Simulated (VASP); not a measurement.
# Sb (I4/mmm) in VASP: further runs

Sb is run at these levels: PBE; tasks: electric field gradients.

All numbers are computed with VASP 6.6.1; they aren't measurements. Logs are shortened: lines on timing, memory, paths and dates and some standing lists are left out, and cuts for length are marked.

## Step 1: The cell of the first run

It takes space group I4/mmm (No. 139, tetragonal). The conventional cell has a = 2.949 Å, b = 2.949 Å, c = 4.859 Å, α = 90.00°, β = 90.00°, γ = 90.00°. Within 3.9 Å of Sb (site symmetry 4/mmm) lie 12 Sb at 2.95 to 3.20 Å.

## Step 2: Electric field gradients, PBE (volume scaled by 0.94)

INCAR reads:

```
SYSTEM = Sb
PREC = Accurate ; ENCUT = 520
EDIFF = 1E-8 ; ISMEAR = -1
SIGMA = 0.05 ; LREAL = .False.
LASPH = .True. ; NELM = 60
ALGO = Normal ; ISIF = 2
LWAVE = .False. ; LCHARG = .False.
GGA = PE ; LEFG = .True.
NBANDS = 8
```

KPOINTS reads:

```
regular mesh
0
Gamma
  19 19 19
  0 0 0
```

POSCAR reads:

```
Sb
1.0
   -1.4742770936      1.4742770936      2.4293735496
    1.4742770936     -1.4742770936      2.4293735496
    1.4742770936      1.4742770936     -2.4293735496
Sb
1
Direct
    0.0000000000      0.0000000000      0.0000000000
```

Potentials or basis: VASP PAW PBE potentials, release 64 (Sb).

Launch:

```
> cat potpaw_PBE.64/Sb/POTCAR > POTCAR
> mpirun -np 1 vasp_std > vasp.out
```

OUTCAR:

```text
SYSTEM = Sb
   PREC = Accurate
   ENCUT = 520
   EDIFF = 1E-8
   ISMEAR = -1
   LREAL = .False.
   LASPH = .True.
   NELM = 60
   ISIF = 2
   GGA = PE

 ion  position               nearest neighbor table
   1  0.000  0.000  0.000-

  LATTYP: Found a body centered tetragonal cell.
 ALAT       =     2.9485541872
 C/A-ratio  =     1.6478405316

  Lattice vectors:

 A1 = (  -1.4742770936,   1.4742770936,   2.4293735496)
 A2 = (   1.4742770936,  -1.4742770936,   2.4293735496)
 A3 = (   1.4742770936,   1.4742770936,  -2.4293735496)

Analysis of symmetry for initial positions (statically):
=====================================================================
 Subroutine PRICEL returns:
 Original cell was already a primitive cell.

 Routine SETGRP: Setting up the symmetry group for a
 body centered tetragonal supercell.

 Subroutine GETGRP returns: Found 16 space group operations
 (whereof 16 operations were pure point group operations)
 out of a pool of 16 trial point group operations.

The static configuration has the point symmetry D_4h.

Analysis of symmetry for dynamics (positions and initial velocities):
=====================================================================
 Subroutine PRICEL returns:
 Original cell was already a primitive cell.

 Routine SETGRP: Setting up the symmetry group for a
 body centered tetragonal supercell.

 Subroutine GETGRP returns: Found 16 space group operations
 (whereof 16 operations were pure point group operations)
 out of a pool of 16 trial point group operations.

The dynamic configuration has the point symmetry D_4h.

 Subroutine INISYM returns: Found 16 space group operations
 (whereof 16 operations are pure point group operations),
 and found     1 'primitive' translations

----------------------------------------------------------------------------------------

                                     Primitive cell

  volume of cell :      21.1209

  direct lattice vectors                    reciprocal lattice vectors
    -1.474277094  1.474277094  2.429373550     0.000000000  0.339149270  0.205814376
     1.474277094 -1.474277094  2.429373550     0.339149270  0.000000000  0.205814376
     1.474277094  1.474277094 -2.429373550     0.339149270  0.339149270  0.000000000

  length of vectors
     3.201381224  3.201381224  3.201381224     0.396713731  0.396713731  0.479629497

  position of ions in fractional coordinates (direct lattice)
     0.000000000  0.000000000  0.000000000

  ion indices of the primitive-cell ions
   primitive index   ion index
                 1           1

----------------------------------------------------------------------------------------

 KPOINTS: regular mesh

Automatic generation of k-mesh.
 Grid dimensions read from file:
 generate k-points for:   19   19   19

 Generating k-lattice:

  Cartesian coordinates                     Fractional coordinates (reciprocal lattice)
     0.000000000  0.017849962  0.010832336     0.052631579 -0.000000000  0.000000000
     0.017849962  0.000000000  0.010832336    -0.000000000  0.052631579  0.000000000
     0.017849962  0.017849962  0.000000000     0.000000000  0.000000000  0.052631579

  Length of vectors
     0.020879670  0.020879670  0.025243658

  Shift w.r.t. Gamma in fractional coordinates (k-lattice)
     0.000000000  0.000000000  0.000000000

 Subroutine IBZKPT returns following result:
 ===========================================

 Found    550 irreducible k-points:

 Following reciprocal coordinates:
            Coordinates               Weight
  0.000000  0.000000  0.000000      1.000000
  0.052632 -0.000000  0.000000      8.000000
  0.105263 -0.000000  0.000000      8.000000
  0.157895 -0.000000  0.000000      8.000000
  0.210526 -0.000000  0.000000      8.000000
  0.263158  0.000000  0.000000      8.000000
[... 16 lines left out ...]
 -0.315789  0.052632 -0.000000     16.000000
 -0.263158  0.052632 -0.000000     16.000000
 [... further k-points ...]
   k-points           NKPTS =    550   k-points in BZ     NKDIM =    550   number of bands    NBANDS=      8
   number of dos      NEDOS =    301   number of ions     NIONS =      1
   total plane-waves  NPLWV =  13824
   dimension x,y,z NGX =    24 NGY =   24 NGZ =   24
   dimension x,y,z NGXF=    48 NGYF=   48 NGZF=   48
   ions per type =               1
   NGX,Y,Z   is equivalent  to a cutoff of  12.46, 12.46, 12.46 a.u.
   NGXF,Y,Z  is equivalent  to a cutoff of  24.93, 24.93, 24.93 a.u.
 SYSTEM =  Sb
   PREC   = accura    normal or accurate (medium, high low for compatibility)
   ISTART =      0    job   : 0-new  1-cont  2-samecut
   ICHARG =      2    charge: 1-file 2-atom 10-const
   ISPIN  =      1    spin polarized calculation?
   LNONCOLLINEAR =      F non collinear calculations
   LSORBIT =      F    spin-orbit coupling
   LASPH  =      T    aspherical Exc in radial PAW
   ENCUT  =  520.0 eV  38.22 Ry    6.18 a.u.   5.95  5.95  5.95*2*pi/ulx,y,z
   NELM   =     60;   NELMIN=  2; NELMDL= -5     # of ELM steps
   EDIFF  = 0.1E-07   stopping-criterion for ELM
   LREAL  =      F    real-space projection
   EDIFFG = 0.1E-06   stopping-criterion for IOM
   NSW    =      0    number of steps for IOM
   IBRION =     -1    ionic relax: 0-MD 1-quasi-New 2-CG
   NFREE  =      0    steps in history (QN), initial steepest desc. (CG)
   ISIF   =      2    stress and relaxation
   ISYM   =      2    0-nonsym 1-usesym 2-fastsym
   POTIM  = 0.5000    time-step for ionic-motion
   TEBEG  =    0.0;   TEEND  =   0.0 temperature during run
   PSTRESS=    0.0 pullay stress
   NELECT =       5.0000    total number of electrons
   NUPDOWN=      -1.0000    fix difference up-down
   EMIN   =  10.00;   EMAX   =-10.00  energy-range for DOS
   EFERMI =   0.00;   METHOD = LEGACY
   ISMEAR =    -1;   SIGMA  =   0.05  broadening in eV -4-tet -1-fermi 0-gaus
   EFERMI_NEDOS =   21; number of points for ismear=-14 and -15
   IALGO  =     38    algorithm
   IMIX   =      4    mixing-type and parameters
     AMIX     =   0.40;   BMIX     =  1.00
     AMIX_MAG =   1.60;   BMIX_MAG =  1.00
  volume/ion in A,a.u.               =      21.12       142.53
  Fermi-wavevector in a.u.,A,eV,Ry     =   1.012731  1.913784 13.954455  1.025624
  Thomas-Fermi vector in A             =   2.145858
   LORBIT       =      0    0 simple, 1 ext, 2 COOP (PROOUT), +10 PAW based schemes
   GGA     = PE    functional components
   LHFCALC =     F    Hartree Fock is set to
   AEXX    =    0.0000 exact exchange contribution
   IVDW    =     0    specifies the selected vdW correction
   LEPSILON=     F    determine dielectric tensor
   LRPA    =     F    only Hartree local field effects (RPA)
 non-spin polarized calculation
  energy-cutoff  :      520.00
  volume of cell :       21.12
 maximum number of plane-waves:       590
   NGX = 11   NGY = 11   NGZ = 11

 number of electron       4.9999999 magnetization

 Free energy of the ion-electron system (eV)
  ---------------------------------------------------
  ext. energy  EPLUGINS =         0.00000000
  ---------------------------------------------------
  free energy    TOTEN  =        -3.38702606 eV

  energy without entropy =       -3.38291388  energy(sigma->0) =       -3.38496997

 E-fermi :  12.1262     XC(G=0): -11.3256

 val. band max:       12.1229494957   @ k =  -0.2632   0.1053  -0.0000
 cond. band min:      12.1378601440   @ k =  -0.4211   0.2632   0.0526
 fundamental gap:      0.0149106483
 Fermi energy:        12.1261854331

 k-point     1 :       0.0000    0.0000    0.0000
  band No.  band energies     occupation
      1      -3.0485      2.00000
      2      19.1911      0.00000
      3      19.3720      0.00000
      4      19.3720      0.00000
      5      22.4271      0.00000
      6      22.4619      0.00000
      7      23.4437      0.00000
      8      23.4437      0.00000

 k-point     2 :       0.0526   -0.0000    0.0000
  band No.  band energies     occupation
      1      -2.9796      2.00000
      2      18.5209      0.00000
      3      19.0061      0.00000
      4      19.3244      0.00000
      5      21.8872      0.00000
      6      22.7871      0.00000
      7      23.5819      0.00000
      8      23.6132      0.00000

 k-point     3 :       0.1053   -0.0000    0.0000
  band No.  band energies     occupation
      1      -2.7727      2.00000
      2      16.7997      0.00000
      3      18.4433      0.00000
      4      19.2041      0.00000
      5      21.4774      0.00000
      6      22.5750      0.00000
      7      23.9247      0.00000
      8      23.9691      0.00000

 k-point     4 :       0.1579   -0.0000    0.0000
  band No.  band energies     occupation
      1      -2.4279      2.00000
      2      14.8317      0.00000
      3      17.7567      0.00000
      4      19.0577      0.00000
      5      21.0977      0.00000
      6      22.1709      0.00000
      7      24.5372      0.00000
      8      24.7441      0.00000

 k-point     5 :       0.2105   -0.0000    0.0000
  band No.  band energies     occupation
      1      -1.9455      2.00000
      2      12.8435      0.00000
      3      17.0632      0.00000
      4      18.9246      0.00000
      5      20.6777      0.00000
      6      21.9457      0.00000
      7      25.1358      0.00000
      8      25.6901      0.00000

 k-point     6 :       0.2632    0.0000    0.0000
  band No.  band energies     occupation
      1      -1.3268      2.00000
      2      10.9156      2.00000
      3      16.4265      0.00000
      4      18.8275      0.00000
      5      20.2703      0.00000
      6      21.8699      0.00000
      7      25.0696      0.00000
      8      25.8893      0.00000

 k-point     7 :       0.3158   -0.0000    0.0000
  band No.  band energies     occupation
      1      -0.5758      2.00000
      2       9.0890      2.00000
      3      15.8838      0.00000
      4      18.7733      0.00000
      5      19.9242      0.00000
      6      21.8973      0.00000
      7      24.4617      0.00000
      8      25.1118      0.00000
[... 133 lines left out ...]
 k-point    20 :      -0.4737    0.0526    0.0000
  band No.  band energies     occupation
      1       1.9859      2.00000
      2       5.0464      2.00000
      3      14.8398      0.00000
      4      18.2474      0.00000
      5      19.6355      0.00000
      6      21.4174      0.00000
      7      24.0588      0.00000
      8      24.4002      0.00000

 k-point    21 :      -0.4211    0.0526   -0.0000
  band No.  band energies     occupation
      1       1.0579      2.00000
      2       6.3249      2.00000
      3      14.9928      0.00000
      4      18.3579      0.00000
      5      19.7726      0.00000
      6      21.6023      0.00000
      7      23.9245      0.00000
      8      24.7504      0.00000

 k-point    22 :      -0.3684    0.0526    0.0000
  band No.  band energies     occupation
      1       0.1165      2.00000
      2       7.8897      2.00000
      3      15.2825      0.00000
      4      18.4392      0.00000
      5      20.0022      0.00000
      6      21.9526      0.00000
      7      23.7869      0.00000
      8      25.3137      0.00000

 k-point    23 :      -0.3158    0.0526   -0.0000
  band No.  band energies     occupation
      1      -0.7253      2.00000
      2       9.6188      2.00000
      3      15.6991      0.00000
      4      18.5171      0.00000
      5      20.3119      0.00000
      6      22.3480      0.00000
      7      23.8473      0.00000
      8      25.5847      0.00000

 k-point    24 :      -0.2632    0.0526   -0.0000
  band No.  band energies     occupation
      1      -1.4416      2.00000
      2      11.4710      2.00000
      3      16.2274      0.00000
      4      18.6183      0.00000
      5      20.6690      0.00000
      6      22.5934      0.00000
      7      24.2483      0.00000
      8      24.8978      0.00000

 [... further k-points ...]
[... 5 lines left out ...]
  --------------------------------------------------------------------------------------
  -------------------------------------------------------------------------------------
  Total        3.9769018      3.9769018      3.4902732      0.0000000     -0.0000000      0.0000000
  in kB      301.6775062    301.6775062    264.7631151      0.0000000     -0.0000000      0.0000000
  external PRESSURE =     289.3727092 kB  Pullay stress =       0.0000000 kB

 VOLUME and BASIS-vectors are now :
 -----------------------------------------------------------------------------
  energy-cutoff  :      520.00
  volume of cell :       21.12
      direct lattice vectors                 reciprocal lattice vectors
    -1.474277094  1.474277094  2.429373550     0.000000000  0.339149270  0.205814376
     1.474277094 -1.474277094  2.429373550     0.339149270  0.000000000  0.205814376
     1.474277094  1.474277094 -2.429373550     0.339149270  0.339149270  0.000000000

 POSITION                                       TOTAL-FORCE (eV/Angst)
 -----------------------------------------------------------------------------------
      0.00000      0.00000      0.00000        -0.000000     -0.000000      0.000000
 -----------------------------------------------------------------------------------
    total drift:                                0.000000     -0.000000      0.000000

  FREE ENERGIE OF THE ION-ELECTRON SYSTEM (eV)
  ---------------------------------------------------
  free  energy   TOTEN  =        -3.3870260614 eV

  energy  without entropy=       -3.3829138816  energy(sigma->0) =       -3.38496997

 Electric field gradients (V/A^2)
---------------------------------------------------------------------
 ion       V_xx      V_yy      V_zz      V_xy      V_xz      V_yz
---------------------------------------------------------------------
   1     -18.552   -18.552    37.104    -0.000    -0.000    -0.000
---------------------------------------------------------------------

 Electric field gradients after diagonalization (V/A^2)
 (convention: |V_zz| > |V_xx| > |V_yy|)
----------------------------------------------------------------------
 ion       V_xx      V_yy      V_zz     asymmetry (V_yy - V_xx)/ V_zz
----------------------------------------------------------------------
   1     -18.552   -18.552    37.104       0.000
----------------------------------------------------------------------

           NMR quadrupolar parameters

 Cq : quadrupolar parameter    Cq=e*Q*V_zz/h
 eta: asymmetry parameters     (V_yy - V_xx)/ V_zz
 Q  : nuclear electric quadrupole moment in mb (millibarn)
----------------------------------------------------------------------
 ion       Cq(MHz)       eta       Q (mb)
----------------------------------------------------------------------
   1       0.090       0.000       1.000
----------------------------------------------------------------------
```

It took 74 s on 1 thread of Intel Xeon Platinum 8259CL at 2.50GHz (Skylake/Cascade Lake), shared host; peak memory 0.22 GiB.

What came out:

| Quantity | Value |
| --- | --- |
| Free energy | -3.3870 eV |
| Pressure | 28.9 GPa |

Electric field gradients, principal values (V/Å²):
| atom | least | middle | greatest (by size) |
| --- | --- | --- | --- |
| 1 Sb | -18.552 | -18.552 | 37.104 |

Caveat: without QUAD_EFG the Cq values of the log hold for a quadrupole moment of 1 mb, not for the nuclei; spin-orbit coupling is left out, which moves the levels of the heavy elements.

(Continued in part 2 of 3.)
